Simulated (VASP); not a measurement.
# SrMg (P4/mmm) in VASP: a series of runs

Runs on SrMg. Level: LDA. Tasks: single point.

Everything below comes from runs of VASP 6.6.1. Logs are shortened: lines on timing, memory, paths and dates and some standing lists are left out, and cuts for length are marked.

### 1 The cell of the first run

It takes space group P4/mmm (No. 123, tetragonal). The conventional cell has a = 3.958 Å, b = 3.958 Å, c = 3.841 Å, α = 90.00°, β = 90.00°, γ = 90.00°. Within 4.5 Å of Sr (site symmetry 4/mmm) lie 8 Mg at 3.39 Å and 6 Sr at 3.84 to 3.96 Å. Within 4.5 Å of Mg (site symmetry 4/mmm) lie 8 Sr at 3.39 Å and 6 Mg at 3.84 to 3.96 Å.

### 2 Single point, LDA (strain +0.015 along x and y, -0.015 along z)

Contents of INCAR:

```
  PREC = Accurate
  ENCUT = 520
  EDIFF = 1E-6
  ISMEAR = 0
  SIGMA = 0.15
  LREAL = F
  LASPH = T
  NELM = 60
  ALGO = Fast
  ISIF = 2
  LWAVE = F
  LCHARG = F
  GGA = CA
  NBANDS = 13
```

Contents of KPOINTS:

```
regular mesh
0
Gamma
  12 12 12
```

Contents of POSCAR:

```
SrMg
1.0
    3.9585000000      0.0000000000      0.0000000000
    0.0000000000      3.9585000000      0.0000000000
    0.0000000000      0.0000000000      3.8415000000
Sr Mg
1 1
Direct
    0.5000000000      0.5000000000      0.5000000000
    0.0000000000      0.0000000000      0.0000000000
```

Potentials or basis: VASP PAW LDA potentials, release 64 (Sr_sv, Mg).

Launch:

```
$ cat potpaw_LDA.64/Sr_sv/POTCAR potpaw_LDA.64/Mg/POTCAR > POTCAR
$ mpirun -np 1 vasp_std > vasp.out
```

OUTCAR:

```text
PREC = Accurate
   ENCUT = 520
   EDIFF = 1E-6
   ISMEAR = 0
   LREAL = F
   LASPH = T
   NELM = 60
   ISIF = 2
   GGA = CA

 ion  position               nearest neighbor table
   1  0.500  0.500  0.500-   2 3.39   2 3.39   2 3.39   2 3.39   2 3.39   2 3.39   2 3.39   2 3.39

   2  0.000  0.000  0.000-   1 3.39   1 3.39   1 3.39   1 3.39   1 3.39   1 3.39   1 3.39   1 3.39

  LATTYP: Found a simple tetragonal cell.
 ALAT       =     3.9585000000
 C/A-ratio  =     0.9704433498

  Lattice vectors:

 A1 = (   3.9585000000,   0.0000000000,   0.0000000000)
 A2 = (   0.0000000000,   3.9585000000,   0.0000000000)
 A3 = (   0.0000000000,   0.0000000000,   3.8415000000)

Analysis of symmetry for initial positions (statically):
=====================================================================
 Subroutine PRICEL returns:
 Original cell was already a primitive cell.

 Routine SETGRP: Setting up the symmetry group for a
 simple tetragonal supercell.

 Subroutine GETGRP returns: Found 16 space group operations
 (whereof 16 operations were pure point group operations)
 out of a pool of 16 trial point group operations.

The static configuration has the point symmetry D_4h.

Analysis of symmetry for dynamics (positions and initial velocities):
=====================================================================
 Subroutine PRICEL returns:
 Original cell was already a primitive cell.

 Routine SETGRP: Setting up the symmetry group for a
 simple tetragonal supercell.

 Subroutine GETGRP returns: Found 16 space group operations
 (whereof 16 operations were pure point group operations)
 out of a pool of 16 trial point group operations.

The dynamic configuration has the point symmetry D_4h.

 Subroutine INISYM returns: Found 16 space group operations
 (whereof 16 operations are pure point group operations),
 and found     1 'primitive' translations

----------------------------------------------------------------------------------------

                                     Primitive cell

  volume of cell :      60.1952

  direct lattice vectors                    reciprocal lattice vectors
     3.958500000  0.000000000  0.000000000     0.252620942  0.000000000  0.000000000
     0.000000000  3.958500000  0.000000000     0.000000000  0.252620942  0.000000000
     0.000000000  0.000000000  3.841500000     0.000000000  0.000000000  0.260314981

  length of vectors
     3.958500000  3.958500000  3.841500000     0.252620942  0.252620942  0.260314981

  position of ions in fractional coordinates (direct lattice)
     0.500000000  0.500000000  0.500000000
     0.000000000  0.000000000  0.000000000

  ion indices of the primitive-cell ions
   primitive index   ion index
                 1           1
                 2           2

----------------------------------------------------------------------------------------

 KPOINTS: regular mesh

Automatic generation of k-mesh.
 Grid dimensions read from file:
 generate k-points for:   12   12   12

 Generating k-lattice:

  Cartesian coordinates                     Fractional coordinates (reciprocal lattice)
     0.021051745  0.000000000  0.000000000     0.083333333  0.000000000  0.000000000
     0.000000000  0.021051745  0.000000000     0.000000000  0.083333333  0.000000000
     0.000000000  0.000000000  0.021692915     0.000000000  0.000000000  0.083333333

  Length of vectors
     0.021051745  0.021051745  0.021692915

  Shift w.r.t. Gamma in fractional coordinates (k-lattice)
     0.000000000  0.000000000  0.000000000

 Subroutine IBZKPT returns following result:
 ===========================================

 Found    196 irreducible k-points:

 Following reciprocal coordinates:
            Coordinates               Weight
  0.000000  0.000000  0.000000      1.000000
  0.083333  0.000000  0.000000      4.000000
  0.166667  0.000000  0.000000      4.000000
  0.250000  0.000000  0.000000      4.000000
  0.333333  0.000000  0.000000      4.000000
  0.416667  0.000000  0.000000      4.000000
[... 16 lines left out ...]
[... 50 lines left out ...]
      6       2.8245      0.00631
      7       3.3655      0.00000
      8       5.8564      0.00000
      9       6.2665      0.00000
     10       6.4954      0.00000
     11       7.7324      0.00000
     12       8.4122      0.00000
     13       8.7588      0.00000

 k-point     4 :       0.2500    0.0000    0.0000
  band No.  band energies     occupation
      1     -32.8751      2.00000
      2     -15.0796      2.00000
      3     -14.9298      2.00000
      4     -14.9038      2.00000
      5      -1.9448      2.00000
      6       2.2878      1.98017
      7       3.5732      0.00000
      8       5.3915      0.00000
      9       5.7943      0.00000
     10       6.7279      0.00000
     11       7.8273      0.00000
     12       9.0104      0.00000
     13       9.3741      0.00000

 k-point     5 :       0.3333    0.0000    0.0000
  band No.  band energies     occupation
      1     -32.8713      2.00000
      2     -15.1463      2.00000
      3     -14.9236      2.00000
      4     -14.8979      2.00000
      5      -1.4138      2.00000
      6       1.5541      2.00000
      7       3.8195      0.00000
      8       5.0370      0.00000
      9       5.4368      0.00000
     10       7.3495      0.00000
     11       7.9280      0.00000
     12       8.6917      0.00000
     13       9.5734      0.00000
[... 257 lines left out ...]
 k-point    22 :       0.5000    0.2500    0.0000
  band No.  band energies     occupation
      1     -32.8604      2.00000
      2     -15.1900      2.00000
      3     -15.0449      2.00000
      4     -14.8807      2.00000
      5      -0.0438      2.00000
      6       0.8784      2.00000
      7       3.4530      0.00000
      8       4.1861      0.00000
      9       5.4856      0.00000
     10       6.7104      0.00000
     11       8.5296      0.00000
     12       8.9980      0.00000
     13       9.9513      0.00000

 k-point    23 :       0.3333    0.3333    0.0000
  band No.  band energies     occupation
      1     -32.8605      2.00000
      2     -15.1211      2.00000
      3     -15.1126      2.00000
      4     -14.8808      2.00000
      5      -0.4965      2.00000
      6       1.8896      2.00000
      7       2.7671      0.02854
      8       4.3938      0.00000
      9       5.8078      0.00000
     10       6.3072      0.00000
     11       8.1296      0.00000
     12       8.2944      0.00000
     13      10.5604      0.00000

 k-point    24 :       0.4167    0.3333    0.0000
  band No.  band energies     occupation
      1     -32.8578      2.00000
      2     -15.1626      2.00000
      3     -15.1095      2.00000
      4     -14.8766      2.00000
      5      -0.1558      2.00000
      6       1.6094      2.00000
      7       2.8953      0.00068
      8       4.1015      0.00000
      9       5.7531      0.00000
     10       6.2758      0.00000
     11       8.4053      0.00000
     12       8.6555      0.00000
     13      10.2822      0.00000

 [... further k-points ...]

------------------------ aborting loop because EDIFF is reached ----------------------------------------

  FORCE on cell =-STRESS in cart. coord.  units (eV):
  Direction    XX          YY          ZZ          XY          YZ          ZX
  --------------------------------------------------------------------------------------
  -------------------------------------------------------------------------------------
  Total        1.0005143      1.0005143      1.1281811      0.0000000      0.0000000      0.0000000
  in kB       26.6300357     26.6300357     30.0280604      0.0000000      0.0000000      0.0000000
  external PRESSURE =      27.7627106 kB  Pullay stress =       0.0000000 kB

 VOLUME and BASIS-vectors are now :
 -----------------------------------------------------------------------------
  energy-cutoff  :      520.00
  volume of cell :       60.20
      direct lattice vectors                 reciprocal lattice vectors
     3.958500000  0.000000000  0.000000000     0.252620942  0.000000000  0.000000000
     0.000000000  3.958500000  0.000000000     0.000000000  0.252620942  0.000000000
     0.000000000  0.000000000  3.841500000     0.000000000  0.000000000  0.260314981

 POSITION                                       TOTAL-FORCE (eV/Angst)
 -----------------------------------------------------------------------------------
      1.97925      1.97925      1.92075         0.000000      0.000000      0.000000
      0.00000      0.00000      0.00000         0.000000      0.000000      0.000000
 -----------------------------------------------------------------------------------
    total drift:                                0.000000      0.000000      0.000000

  FREE ENERGIE OF THE ION-ELECTRON SYSTEM (eV)
  ---------------------------------------------------
  free  energy   TOTEN  =        -3.8632537249 eV

  energy  without entropy=       -3.8467048339  energy(sigma->0) =       -3.85497928
```

Wall time 60 s (1 thread of Intel Xeon 6975P-C (Granite Rapids), shared host); peak memory 0.28 GiB.

What came out:

```
Free energy            : -3.8633 eV
Pressure               : 2.8 GPa
Band gap on the k mesh : zero (bands 6 and 7 overlap by 1.41 eV)
```

Levels at points of the mesh, in eV from the Fermi level:
```tsv
k point	band 4	band 5	band 6	band 7	band 8	band 9
(0.00, 0.00, 0.00)	-17.45	-5.22	0.59	0.67	4.23	4.23
(0.50, 0.00, 0.00)	-17.43	-2.68	-2.47	1.59	2.21	2.60
(0.50, 0.50, 0.00)	-17.40	-2.47	0.15	0.15	0.29	3.44
(0.00, 0.00, 0.50)	-17.44	-2.50	-2.38	1.69	2.22	2.22
(0.50, 0.00, 0.50)	-17.42	-2.36	0.20	0.30	0.40	3.08
(0.50, 0.50, 0.50)	-17.66	-0.81	-0.81	-0.77	1.09	3.82
```

Caveat: the cell differs from its parent crystal (strain +0.015 along x and y, -0.015 along z).

### 3 Single point, LDA (strain +0.000 along x and y, +0.030 along z)

Contents of INCAR:

```
SYSTEM = SrMg
  PREC = Accurate
  ENCUT = 520
  EDIFF = 1E-6
  ISMEAR = 0
  SIGMA = 0.15
  LREAL = .False.
  LASPH = .True.
  NELM = 100
  ALGO = Fast
  ISIF = 2
  LWAVE = .False.
  LCHARG = .True.
  LELF = .True.
  LVHAR = .True.
  NBANDS = 13
```

Contents of KPOINTS:

```
Automatic mesh
0
Gamma
  12 12 12
  0 0 0
```

Contents of POSCAR:

```
SrMg
1.0
    3.9000000000      0.0000000000      0.0000000000
    0.0000000000      3.9000000000      0.0000000000
    0.0000000000      0.0000000000      4.0170000000
Sr Mg
1 1
Direct
    0.5000000000      0.5000000000      0.5000000000
    0.0000000000      0.0000000000      0.0000000000
```

Potentials or basis: VASP PAW LDA potentials, release 64 (Sr_sv, Mg).

Launch:

```
$ cat potpaw_LDA.64/Sr_sv/POTCAR potpaw_LDA.64/Mg/POTCAR > POTCAR
$ mpirun -np 1 vasp_std > vasp.out
```

It took 62 s on 1 thread of Intel Xeon 6975P-C (Granite Rapids), shared host; peak memory 0.29 GiB.

The run converged. Its results:

| Item | Value |
| --- | --- |
| Free energy | -3.8777 eV |
| Pressure | 2.3 GPa |
| Band gap on the k mesh | zero (bands 6 and 7 overlap by 1.42 eV) |

Stress tensor (GPa, compression positive):
```
2.39 0.00 0.00
0.00 2.39 0.00
0.00 0.00 2.10
```

Levels at points of the mesh, in eV from the Fermi level:
```
           k point  band 2  band 3  band 4  band 5  band 6  band 7  band 8  band 9  band 10  band 11
(0.00, 0.00, 0.00)  -17.52  -17.49  -17.49   -5.19    0.61    0.69    4.01    4.51     4.51     4.91
(0.50, 0.00, 0.00)  -17.79  -17.49  -17.46   -2.57   -2.40    1.65    2.08    2.46     5.30     5.36
(0.50, 0.50, 0.00)  -17.74  -17.74  -17.46   -2.31    0.26    0.26    0.42    3.03     3.03     6.31
(0.00, 0.00, 0.50)  -17.75  -17.47  -17.47   -2.74   -2.49    1.57    2.45    2.45     5.38     5.48
(0.50, 0.00, 0.50)  -17.75  -17.70  -17.44   -2.41    0.11    0.21    0.32    3.26     3.37     6.34
(0.50, 0.50, 0.50)  -17.71  -17.71  -17.66   -0.80   -0.76   -0.76    1.03    3.72     3.82     3.82
```

Caveat: the cell differs from its parent crystal (strain +0.000 along x and y, +0.030 along z).

### 4 Single point, LDA (strain +0.030 along x and y, -0.030 along z)

Contents of INCAR:

```
PREC = Accurate ; ENCUT = 520
EDIFF = 1E-7 ; ISMEAR = 0
SIGMA = 0.15 ; LREAL = F
LASPH = T ; NELM = 80
ALGO = Fast ; ISIF = 2
LWAVE = F ; LCHARG = F
GGA = CA ; NBANDS = 13
```

Contents of KPOINTS:

```
Automatic mesh
0
Gamma
  12 12 12
```

Contents of POSCAR:

```
SrMg
1.0
    4.0170000000      0.0000000000      0.0000000000
    0.0000000000      4.0170000000      0.0000000000
    0.0000000000      0.0000000000      3.7830000000
Sr Mg
1 1
Direct
    0.5000000000      0.5000000000      0.5000000000
    0.0000000000      0.0000000000      0.0000000000
```

Launch:

```
$ cat potpaw_LDA.64/Sr_sv/POTCAR potpaw_LDA.64/Mg/POTCAR > POTCAR
$ mpirun -np 1 vasp_std > vasp.out
```

Run time: 63 s. Hardware: 1 thread of Intel Xeon 6975P-C (Granite Rapids), shared host; peak memory 0.28 GiB.

Results (log left out):

```
Free energy            : -3.8723 eV
Pressure               : 2.3 GPa
Band gap on the k mesh : zero (bands 6 and 7 overlap by 1.38 eV)
```

Stress tensor (GPa, compression positive):
```
2.03 0.00 0.00
0.00 2.03 0.00
0.00 0.00 2.93
```

Levels at points of the mesh, in eV from the Fermi level:
```csv
k point,band 2,band 3,band 4,band 5,band 6,band 7,band 8,band 9,band 10,band 11
"(0.00, 0.00, 0.00)",-17.51,-17.51,-17.46,-5.18,0.58,0.71,4.01,4.01,4.70,5.07
"(0.50, 0.00, 0.00)",-17.75,-17.49,-17.44,-2.74,-2.48,1.56,2.07,2.86,5.34,5.51
"(0.50, 0.50, 0.00)",-17.71,-17.71,-17.42,-2.52,0.07,0.07,0.22,3.63,3.63,6.25
"(0.00, 0.00, 0.50)",-17.84,-17.47,-17.47,-2.38,-2.30,1.76,2.09,2.09,5.25,5.28
"(0.50, 0.00, 0.50)",-17.80,-17.69,-17.45,-2.29,0.17,0.38,0.44,2.92,3.16,6.34
"(0.50, 0.50, 0.50)",-17.77,-17.66,-17.66,-0.79,-0.79,-0.71,1.06,3.73,3.73,3.96
```

Caveat: the cell differs from its parent crystal (strain +0.030 along x and y, -0.030 along z).

### 5 Single point, LDA (strain +0.015 along x and y, +0.000 along z)

Contents of INCAR:

```
PREC     = Accurate       # precision mode
ENCUT    = 520            # plane-wave cutoff, eV
EDIFF    = 1E-6           # SCF threshold, eV
ISMEAR   = 0              # smearing method
SIGMA    = 0.15           # smearing width, eV
LREAL    = False          # projectors in reciprocal space
LASPH    = True           # aspherical terms in the spheres
NELM     = 100            # most SCF steps
ALGO     = Fast           # electronic algorithm
ISIF     = 2              # what is computed and relaxed
LWAVE    = False          # write WAVECAR
LCHARG   = False          # write CHGCAR
GGA      = CA             # functional
NBANDS   = 13             # bands
```

Contents of KPOINTS:

```
regular mesh
0
Gamma
  12 12 12
```

Contents of POSCAR:

```
SrMg
1.0
    3.9585000000      0.0000000000      0.0000000000
    0.0000000000      3.9585000000      0.0000000000
    0.0000000000      0.0000000000      3.9000000000
Sr Mg
1 1
Direct
    0.5000000000      0.5000000000      0.5000000000
    0.0000000000      0.0000000000      0.0000000000
```

Launch:

```
$ cat potpaw_LDA.64/Sr_sv/POTCAR potpaw_LDA.64/Mg/POTCAR > POTCAR
$ mpirun -np 1 vasp_std > vasp.out
```

Run time: 63 s. Hardware: 1 thread of Intel Xeon 6975P-C (Granite Rapids), shared host; peak memory 0.28 GiB.

Results (log left out):

```
Free energy            : -3.8787 eV
Pressure               : 2.3 GPa
Band gap on the k mesh : zero (bands 6 and 7 overlap by 1.40 eV)
```

Stress tensor (GPa, compression positive):
```
2.23 0.00 0.00
0.00 2.23 0.00
0.00 0.00 2.38
```

Levels at points of the mesh, in eV from the Fermi level:
```
           k point  band 4  band 5  band 6  band 7  band 8  band 9
(0.00, 0.00, 0.00)  -17.49   -5.19    0.63    0.67    4.25    4.25
(0.50, 0.00, 0.00)  -17.47   -2.66   -2.44    1.61    2.26    2.45
(0.50, 0.50, 0.00)  -17.44   -2.42    0.16    0.16    0.32    3.31
(0.00, 0.00, 0.50)  -17.47   -2.57   -2.40    1.66    2.26    2.26
(0.50, 0.00, 0.50)  -17.45   -2.36    0.19    0.24    0.37    3.14
(0.50, 0.50, 0.50)  -17.69   -0.78   -0.78   -0.76    1.03    3.77
```

Caveat: the cell differs from its parent crystal (strain +0.015 along x and y, +0.000 along z).

### 6 Single point, LDA (strain +0.030 along x and y, -0.015 along z)

Contents of INCAR:

```
ALGO = Fast ; EDIFF = 1E-7
ENCUT = 520 ; GGA = CA
ISIF = 2 ; ISMEAR = 0
LASPH = T ; LCHARG = F
LREAL = F ; LWAVE = F
NBANDS = 13 ; NELM = 100
PREC = Accurate ; SIGMA = 0.15
```

Contents of KPOINTS:

```
k-points
0
Gamma
  12 12 12
```

Contents of POSCAR:

```
SrMg
1.0
    4.0170000000      0.0000000000      0.0000000000
    0.0000000000      4.0170000000      0.0000000000
    0.0000000000      0.0000000000      3.8415000000
Sr Mg
1 1
Direct
    0.5000000000      0.5000000000      0.5000000000
    0.0000000000      0.0000000000      0.0000000000
```

Potentials or basis: VASP PAW LDA potentials, release 64 (Sr_sv, Mg).

Launch:

```
$ cat potpaw_LDA.64/Sr_sv/POTCAR potpaw_LDA.64/Mg/POTCAR > POTCAR
$ mpirun -np 1 vasp_std > vasp.out
```

It took 70 s on 1 thread of Intel Xeon 6975P-C (Granite Rapids), shared host; peak memory 0.29 GiB.

The run converged. Its results:

| Quantity | Value |
| --- | --- |
| Free energy | -3.8875 eV |
| Pressure | 1.8 GPa |
| Band gap on the k mesh | zero (bands 6 and 7 overlap by 1.38 eV) |

Stress tensor (GPa, compression positive):
```
1.66 0.00 0.00
0.00 1.66 0.00
0.00 0.00 2.22
```

Levels at points of the mesh, in eV from the Fermi level:
```tsv
k point	band 4	band 5	band 6	band 7	band 8	band 9
(0.00, 0.00, 0.00)	-17.50	-5.15	0.61	0.71	4.03	4.03
(0.50, 0.00, 0.00)	-17.48	-2.72	-2.45	1.58	2.12	2.70
(0.50, 0.50, 0.00)	-17.46	-2.47	0.08	0.08	0.24	3.49
(0.00, 0.00, 0.50)	-17.51	-2.46	-2.32	1.72	2.14	2.14
(0.50, 0.00, 0.50)	-17.49	-2.30	0.16	0.31	0.41	2.98
(0.50, 0.50, 0.50)	-17.69	-0.77	-0.77	-0.71	0.99	3.68
```

Caveat: the cell differs from its parent crystal (strain +0.030 along x and y, -0.015 along z).

### 7 The runs side by side

```csv
cell,further INCAR settings,gap on the mesh (eV),pressure (GPa)
"a = 3.958, b = 3.958, c = 3.841 Å, 2 atoms",ALGO = Fast; EDIFF = 1e-06; NBANDS = 13,none,2.8
"a = 3.900, b = 3.900, c = 4.017 Å, 2 atoms",ALGO = Fast; EDIFF = 1e-06; NBANDS = 13,none,2.3
"a = 4.017, b = 4.017, c = 3.783 Å, 2 atoms",ALGO = Fast; EDIFF = 1e-07; NBANDS = 13,none,2.3
"a = 3.958, b = 3.958, c = 3.900 Å, 2 atoms",ALGO = Fast; EDIFF = 1e-06; NBANDS = 13,none,2.3
"a = 4.017, b = 4.017, c = 3.841 Å, 2 atoms",ALGO = Fast; EDIFF = 1e-07; NBANDS = 13,none,1.8
```

Alike in all rows: task single point; level LDA; potentials or basis VASP PAW LDA potentials, release 64 (Sr_sv, Mg); no spin polarisation; k mesh 12 × 12 × 12; cutoff (eV) 520; smearing gaussian 0.15 eV.

Absolute energies hang on the potentials; compare differences alone.
